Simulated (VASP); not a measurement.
# Sn (Immm) in VASP: single point with r2SCAN

Aim: the single point of Sn with r2SCAN.

Program: VASP 6.6.1. These are calculated values, not measurements. Logs are shortened: lines on timing, memory, paths and dates and some standing lists are left out, and cuts for length are marked.

### Step 1. The cell of the first run

Symmetry: Immm, No. 71, orthorhombic system. Conventional cell: a = 3.453 Å, b = 3.551 Å, c = 4.677 Å, α = 90.00°, β = 90.00°, γ = 90.00°. Within 4.7 Å of Sn (site symmetry mmm) lie 14 Sn at 3.41 to 4.68 Å.

### Step 2. Single point, r2SCAN

File POSCAR:

```
Sn
1.0
   -1.7265390000      1.7755470000      2.3383420000
    1.7265390000     -1.7755470000      2.3383420000
    1.7265390000      1.7755470000     -2.3383420000
Sn
1
Direct
    0.0000000000      0.0000000000      0.0000000000
```

File INCAR.step1:

```
  PREC = Accurate
  ENCUT = 520
  ISMEAR = -1
  SIGMA = 0.1
  LREAL = False
  LASPH = True
  NELM = 100
  NBANDS = 13
  GGA = PE
  ALGO = Normal
  EDIFF = 1E-4
  LWAVE = True
  LCHARG = False
```

File INCAR.step2:

```
  PREC = Accurate
  ENCUT = 520
  EDIFF = 1E-6
  ISMEAR = -1
  SIGMA = 0.1
  LREAL = False
  LASPH = True
  NELM = 100
  ALGO = Normal
  ISIF = 2
  LWAVE = False
  LCHARG = False
  METAGGA = R2SCAN
  LMIXTAU = True
  NBANDS = 13
  ISTART = 1
```

File KPOINTS:

```
regular mesh
0
Gamma
  11 11 11
```

Potentials or basis: VASP PAW PBE potentials, release 64 (Sn_d).

Run with:

```sh
$ cat potpaw_PBE.64/Sn_d/POTCAR > POTCAR
$ cp INCAR.step1 INCAR
$ mpirun -np 1 vasp_std > vasp.out
$ cp INCAR.step2 INCAR
$ mpirun -np 1 vasp_std > vasp.out
```

OUTCAR:

```text
PREC = Accurate
   ENCUT = 520
   EDIFF = 1E-6
   ISMEAR = -1
   LREAL = False
   LASPH = True
   NELM = 100
   ISIF = 2
   METAGGA = R2SCAN
   ISTART = 1

 ion  position               nearest neighbor table
   1  0.000  0.000  0.000-

  LATTYP: Found a body centered orthorhombic cell.
 ALAT       =     3.4530780000
 B/A-ratio  =     1.0283851103
 C/A-ratio  =     1.3543522620

  Lattice vectors:

 A1 = (  -1.7265390000,   1.7755470000,   2.3383420000)
 A2 = (   1.7265390000,  -1.7755470000,   2.3383420000)
 A3 = (   1.7265390000,   1.7755470000,  -2.3383420000)

Analysis of symmetry for initial positions (statically):
=====================================================================
 Subroutine PRICEL returns:
 Original cell was already a primitive cell.

 Routine SETGRP: Setting up the symmetry group for a
 body centered orthorhombic supercell.

 Subroutine GETGRP returns: Found  8 space group operations
 (whereof  8 operations were pure point group operations)
 out of a pool of  8 trial point group operations.

The static configuration has the point symmetry D_2h.

Analysis of symmetry for dynamics (positions and initial velocities):
=====================================================================
 Subroutine PRICEL returns:
 Original cell was already a primitive cell.

 Routine SETGRP: Setting up the symmetry group for a
 body centered orthorhombic supercell.

 Subroutine GETGRP returns: Found  8 space group operations
 (whereof  8 operations were pure point group operations)
 out of a pool of  8 trial point group operations.

The dynamic configuration has the point symmetry D_2h.

 Subroutine INISYM returns: Found  8 space group operations
 (whereof  8 operations are pure point group operations),
 and found     1 'primitive' translations

----------------------------------------------------------------------------------------

                                     Primitive cell

  volume of cell :      28.6732

  direct lattice vectors                    reciprocal lattice vectors
    -1.726539000  1.775547000  2.338342000     0.000000000  0.281603359  0.213826720
     1.726539000 -1.775547000  2.338342000     0.289596702  0.000000000  0.213826720
     1.726539000  1.775547000 -2.338342000     0.289596702  0.281603359  0.000000000

  length of vectors
     3.406075069  3.406075069  3.406075069     0.353584952  0.359983494  0.403938983
[... 85 lines left out ...]
   ISIF   =      2    stress and relaxation
   ISYM   =      2    0-nonsym 1-usesym 2-fastsym
   POTIM  = 0.5000    time-step for ionic-motion
   TEBEG  =    0.0;   TEEND  =   0.0 temperature during run
   PSTRESS=    0.0 pullay stress
   NELECT =      14.0000    total number of electrons
   NUPDOWN=      -1.0000    fix difference up-down
   EMIN   =  10.00;   EMAX   =-10.00  energy-range for DOS
   EFERMI =   0.00;   METHOD = LEGACY
   ISMEAR =    -1;   SIGMA  =   0.10  broadening in eV -4-tet -1-fermi 0-gaus
   EFERMI_NEDOS =   21; number of points for ismear=-14 and -15
   IALGO  =     38    algorithm
   IMIX   =      4    mixing-type and parameters
     AMIX     =   0.40;   BMIX     =  1.00
     AMIX_MAG =   1.60;   BMIX_MAG =  1.00
  volume/ion in A,a.u.               =      28.67       193.50
  Fermi-wavevector in a.u.,A,eV,Ry     =   1.289116  2.436076 22.610433  1.661820
  Thomas-Fermi vector in A             =   2.421028
   LORBIT       =      0    0 simple, 1 ext, 2 COOP (PROOUT), +10 PAW based schemes
   METAGGA = R2SCAN    functional components
   LHFCALC =     F    Hartree Fock is set to
   AEXX    =    0.0000 exact exchange contribution
   IVDW    =     0    specifies the selected vdW correction
   LEPSILON=     F    determine dielectric tensor
   LRPA    =     F    only Hartree local field effects (RPA)
 non-spin polarized calculation
  energy-cutoff  :      520.00
  volume of cell :       28.67
 maximum number of plane-waves:       788
 NGX is ok and might be reduce to    28
   NGX = 13   NGY = 13   NGZ = 13

 number of electron      13.9999998 magnetization

 Free energy of the ion-electron system (eV)
  ---------------------------------------------------
  ext. energy  EPLUGINS =         0.00000000
  ---------------------------------------------------
  free energy    TOTEN  =       -24.50545818 eV

  energy without entropy =      -24.49037870  energy(sigma->0) =      -24.49791844

 E-fermi :   7.4435     XC(G=0): -10.9894

 val. band max:        7.3910210831   @ k =   0.1818   0.1818   0.1818
 cond. band min:       7.4627884312   @ k =   0.4545   0.2727   0.0909
 fundamental gap:      0.0717673480
 Fermi energy:         7.4434688329

 k-point     1 :       0.0000    0.0000    0.0000
  band No.  band energies     occupation
      1     -14.8111      2.00000
      2     -14.7946      2.00000
      3     -14.7753      2.00000
      4     -14.7447      2.00000
      5     -14.7032      2.00000
      6      -3.8746      2.00000
      7      14.9220      0.00000
      8      15.0680      0.00000
      9      15.5150      0.00000
     10      18.7454      0.00000
     11      19.0724      0.00000
     12      19.7066      0.00000
     13      19.7832      0.00000
[... 354 lines left out ...]
  band No.  band energies     occupation
      1     -14.8122      2.00000
      2     -14.7698      2.00000
      3     -14.7388      2.00000
      4     -14.6971      2.00000
      5     -14.6542      2.00000
      6      -0.2743      2.00000
      7       5.0800      2.00000
      8      10.0719      0.00000
      9      11.8374      0.00000
     10      15.3581      0.00000
     11      20.6279      0.00000
     12      21.6727      0.00000
     13      23.1372      0.00000

 [... further k-points ...]

------------------------ aborting loop because EDIFF is reached ----------------------------------------

  FORCE on cell =-STRESS in cart. coord.  units (eV):
  Direction    XX          YY          ZZ          XY          YZ          ZX
  --------------------------------------------------------------------------------------
  -------------------------------------------------------------------------------------
  Total       -0.3169810     -0.5332578     -0.3526117      0.0000000      0.0000000      0.0000000
  in kB      -17.7119857    -29.7969095    -19.7029228      0.0000000      0.0000000      0.0000000
  external PRESSURE =     -22.4039394 kB  Pullay stress =       0.0000000 kB

 VOLUME and BASIS-vectors are now :
 -----------------------------------------------------------------------------
  energy-cutoff  :      520.00
  volume of cell :       28.67
      direct lattice vectors                 reciprocal lattice vectors
    -1.726539000  1.775547000  2.338342000     0.000000000  0.281603359  0.213826720
     1.726539000 -1.775547000  2.338342000     0.289596702  0.000000000  0.213826720
     1.726539000  1.775547000 -2.338342000     0.289596702  0.281603359  0.000000000

 POSITION                                       TOTAL-FORCE (eV/Angst)
 -----------------------------------------------------------------------------------
      0.00000      0.00000      0.00000         0.000000      0.000000      0.000000
 -----------------------------------------------------------------------------------
    total drift:                               -0.000000     -0.000000     -0.000000

  FREE ENERGIE OF THE ION-ELECTRON SYSTEM (eV)
  ---------------------------------------------------
  free  energy   TOTEN  =       -24.5054581759 eV

  energy  without entropy=      -24.4903786987  energy(sigma->0) =      -24.49791844
```

OUTCAR.step1:

```text
PREC = Accurate
   ENCUT = 520
   ISMEAR = -1
   LREAL = False
   LASPH = True
   NELM = 100
[... 601 lines left out ...]
 POSITION                                       TOTAL-FORCE (eV/Angst)
 -----------------------------------------------------------------------------------
      0.00000      0.00000      0.00000         0.000000      0.000000     -0.000000
 -----------------------------------------------------------------------------------
    total drift:                               -0.000000     -0.000000     -0.000000

  FREE ENERGIE OF THE ION-ELECTRON SYSTEM (eV)
  ---------------------------------------------------
  free  energy   TOTEN  =        -3.7936097176 eV

  energy  without entropy=       -3.7777216793  energy(sigma->0) =       -3.78566570
```

OSZICAR.step1:

```text
N       E                     dE             d eps       ncg     rms          rms(c)
DAV:   1     0.799451351904E+02    0.79945E+02   -0.72175E+03  5769   0.157E+03
DAV:   2     0.182717401135E+01   -0.78118E+02   -0.75762E+02  5936   0.333E+02
DAV:   3    -0.368265515580E+01   -0.55098E+01   -0.54861E+01  6681   0.728E+01
DAV:   4    -0.380029886752E+01   -0.11764E+00   -0.11762E+00  6753   0.114E+01
DAV:   5    -0.380437678118E+01   -0.40779E-02   -0.40778E-02  7565   0.206E+00    0.118E+00
DAV:   6    -0.379627462678E+01    0.81022E-02   -0.91070E-03  7246   0.159E+00    0.657E-01
DAV:   7    -0.379370505627E+01    0.25696E-02   -0.60564E-03  7341   0.124E+00    0.878E-02
DAV:   8    -0.379360971765E+01    0.95339E-04   -0.63085E-04  6921   0.421E-01
   1 F= -.37936097E+01 E0= -.37856657E+01  d E =-.158880E-01
```

Wall time 5.1 min (1 thread of Intel Xeon Platinum 8375C at 2.90GHz (Ice Lake), shared host); peak memory 0.21 GiB.

Results:

| Item | Value |
| --- | --- |
| Free energy | -24.5055 eV |
| Pressure | -2.2 GPa |
| Band gap on the k mesh | zero (bands 7 and 8 overlap by 9.32 eV) |

Stress tensor (GPa, compression positive):
```
-1.77  0.00  0.00
 0.00 -2.98  0.00
 0.00  0.00 -1.97
```

Levels at points of the mesh, in eV from the Fermi level:
| k point | band 4 | band 5 | band 6 | band 7 | band 8 | band 9 | band 10 | band 11 |
| --- | --- | --- | --- | --- | --- | --- | --- | --- |
| (0.00, 0.00, 0.00) | -22.19 | -22.15 | -11.32 | 7.48 | 7.62 | 8.07 | 11.30 | 11.63 |

Caveat: the PAW data sets were made with another functional, which shifts forces and pressure a little; spin-orbit coupling is left out, which moves the levels of the heavy elements.

The gap in the log of VASP goes by the Fermi energy; the results here count the filled bands.